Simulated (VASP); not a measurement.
Set up this calculation in VASP 6.6.1, as the native input.

| Property | Result |
| --- | --- |
| Task | single point |
| Functional | PBEsol |
| Potentials or basis | VASP PAW PBE potentials, release 64 (K_sv, Cl) |
| Cutoff | 520 eV |
| k mesh | 7 × 7 × 7 |
| Occupations | fermi-dirac, width 0.01 eV |
| Spin | no spin polarisation |
| Dipole correction | no |
| Further INCAR settings | ALGO = Normal; EDIFF = 1e-06; NBANDS = 15 |

The structure of KCl lies in POSCAR:

```
KCl
1.0
    3.5976600000      0.0000000000      0.0000000000
    0.0000000000      3.5976600000      0.0000000000
    0.0000000000      0.0000000000      3.6340000000
K Cl
1 1
Direct
    0.0000000000      0.0000000000      0.0000000000
    0.5000000000      0.5000000000      0.5000000000
```

This cell differs from its parent crystal: equal xx and yy strain of -1 %.

One way to write it, as run:

INCAR

```
SYSTEM = KCl
PREC = Accurate
ENCUT = 520
EDIFF = 1E-6
ISMEAR = -1
SIGMA = 0.01
LREAL = .FALSE.
LASPH = .TRUE.
NELM = 60
ALGO = Normal
ISIF = 2
LWAVE = .FALSE.
LCHARG = .FALSE.
GGA = PS
NBANDS = 15
```

KPOINTS

```
regular mesh
0
G
  7 7 7
  0 0 0
```

Potentials or basis: VASP PAW PBE potentials, release 64 (K_sv, Cl).

Launch:

```console
$ cat potpaw_PBE.64/K_sv/POTCAR potpaw_PBE.64/Cl/POTCAR > POTCAR
$ mpirun -np 1 vasp_std > vasp.out
```

Results of the run:

The pressure is 3.1 GPa and the band gap on the k mesh is 5.48 eV, indirect (least direct gap 5.69 eV).

Caveat: the cell differs from its parent crystal (equal xx and yy strain of -1 %); the PAW data sets were made with another functional, which shifts forces and pressure a little.

Run time: 16 s on 1 thread of Intel(R) Xeon(R) Platinum 8259CL CPU @ 2.50GHz (Skylake/Cascade Lake), with other jobs on the host, peak memory 0.17 GiB.
